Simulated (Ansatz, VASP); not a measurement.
One calculation of Ti2O, two programs

The input INCAR:

```
SYSTEM = Ti2O
PREC = Accurate ; ENCUT = 520
EDIFF = 1E-7 ; ISMEAR = 0
SIGMA = 0.1 ; LREAL = .FALSE.
LASPH = .TRUE. ; NELM = 60
ALGO = Normal ; ISIF = 2
LWAVE = .FALSE. ; LCHARG = .TRUE.
GGA = PS ; LELF = .TRUE.
LVHAR = .TRUE. ; NBANDS = 22
```

KPOINTS

```
Automatic mesh
0
G
  6 6 2
  0 0 0
```

POSCAR

```
Ti2O
1.0
    2.9193980238      0.0000000000      0.0000000000
   -1.4596990119      2.5282728524      0.0000000000
    0.0000000000      0.0000000000      4.7130000000
Ti O
2 1
Direct
    0.6666666667      0.3333333333      0.2787400000
    0.3333333333      0.6666666667      0.7212600000
    0.0000000000      0.0000000000      0.0000000000
```

Input for Ansatz:

```yaml
crystal:
  lattice:
    - [2.9193980238, 0.0, 0.0]
    - [-1.4596990119, 2.5282728524, 0.0]
    - [0.0, 0.0, 4.713]
  atoms:
    - { symbol: Ti, position: [0.6666666667, 0.3333333333, 0.27874] }
    - { symbol: Ti, position: [0.3333333333, 0.6666666667, 0.72126] }
    - { symbol: O, position: [0.0, 0.0, 0.0] }
basis:
  ecutwfc: 420
kpoints:
  mp_grid: { grid: [6, 6, 2] }
hamiltonian:
  xc: pbesol
scf:
  occupations: { method: gaussian, width: 0.1 }
output:
  forces: true
  stress: true
  eigenvalues: true
```

Alike in both runs: task single point; functional PBEsol; k mesh 6 × 6 × 2; occupations gaussian, width 0.1 eV; no spin polarisation.

```csv
,VASP,Ansatz
version,VASP 6.6.1,Ansatz 0.2.0
potentials or method,"VASP PAW PBE potentials, release 64 (Ti_sv, O), cutoff 520 eV","scalar-relativistic, plane waves, PAW"
valence electrons in the cell,30,30
```

Ansatz gave:

```
gap on the k mesh at the Fermi level (eV)                     : none
pressure (GPa)                                                : 4.0
traceless stress, the component that is largest in VASP (GPa) : 3.96
rms of the force components (eV/Å)                            : 0.619
```

Which values does VASP return?

gap on the k mesh at the Fermi level (eV): none; pressure (GPa): 4.3; traceless stress, the component that is largest in VASP (GPa): 3.98; rms of the force components (eV/Å): 0.597.

VASP's potentials were made for PBE, not for PBEsol. Atom by atom the forces differ by 0.022 eV/Å (rms over components). A gap of «none» marks a metal or a gap that the smearing closes. The functional is the same, so the differences come from potentials, cutoffs and numerics.

The k mesh is coarse, so the values compare programs but aren't converged.
